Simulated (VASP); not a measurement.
Wanted: the native input for a VASP 6.6.1 run.

```yaml
Task: single point
Functional: PBE
Dispersion: D3(BJ)
Potentials_or_basis: VASP PAW PBE potentials, release 64 (Si, Ti_sv)
Cutoff: 520 eV
k_mesh: 2 × 2 × 2
Occupations: fermi-dirac, width 0.02 eV
Spin: no spin polarisation
Dipole_correction: no
Further_INCAR_settings: LREAL = Auto; ALGO = Normal; EDIFF = 1e-06; NBANDS = 52
```

The structure of TiSi16 (a cell with a defect) lies in POSCAR:

```
TiSi16
1.0
    0.0000000000      5.4300000000      5.4300000000
    5.4300000000      0.0000000000      5.4300000000
    5.4300000000      5.4300000000      0.0000000000
Si Ti
16 1
Direct
   -0.0129673112      0.0053174033      0.0041385820
    0.1213255064      0.1291614180      0.1282684162
    0.0014499079     -0.0037552486      0.5014414365
    0.1216024862      0.1291367403      0.6216004604
    0.0012819521      0.5024108656     -0.0044171271
    0.1211654696      0.6231783610      0.1281391344
    0.0013419890      0.5024014733      0.5013325967
    0.1250219153      0.6256530387      0.6250108656
    0.5039032228      0.0050109576      0.0038958564
    0.6242699816      0.1268476980      0.1242734807
    0.5041446593      0.0053115101      0.4870339779
    0.6282769797      0.1291605893      0.6213206262
    0.5037925414      0.4893326888      0.0037803867
    0.6281593002      0.6228902394      0.1281488029
    0.4955936464      0.5024104052      0.5012720994
    0.6281501842      0.6231737569      0.6211584715
    0.3745804788      0.8763957643      0.8745779006
```

The input as run:

INCAR

```
PREC = Accurate
ENCUT = 520
EDIFF = 1E-6
ISMEAR = -1
SIGMA = 0.02
LREAL = Auto
LASPH = True
NELM = 100
ALGO = Normal
ISIF = 2
LWAVE = False
LCHARG = False
GGA = PE
IVDW = 12
NBANDS = 52
```

KPOINTS

```
Automatic mesh
0
Gamma
  2 2 2
```

Potentials or basis: VASP PAW PBE potentials, release 64 (Si, Ti_sv).

Command:

```sh
$ cat potpaw_PBE.64/Si/POTCAR potpaw_PBE.64/Ti_sv/POTCAR > POTCAR
$ mpirun -np 1 vasp_std > vasp.out
```

Results of the run:

| Item | Value |
| --- | --- |
| Pressure | 1.0 GPa |
| Largest force | 0.007 eV/Å |
| Band gap on the k mesh | zero (band 38 reaches 6.96 eV, above the bottom of band 39 at 6.53 eV) |
| Dispersion energy per atom | -0.343 eV |

Caveat: the k points lie up to 0.50 Å⁻¹ apart.

Wall time 2 min on 1 thread of Intel(R) Xeon(R) 6975P-C (Granite Rapids), with other jobs on the host, peak memory 0.47 GiB.
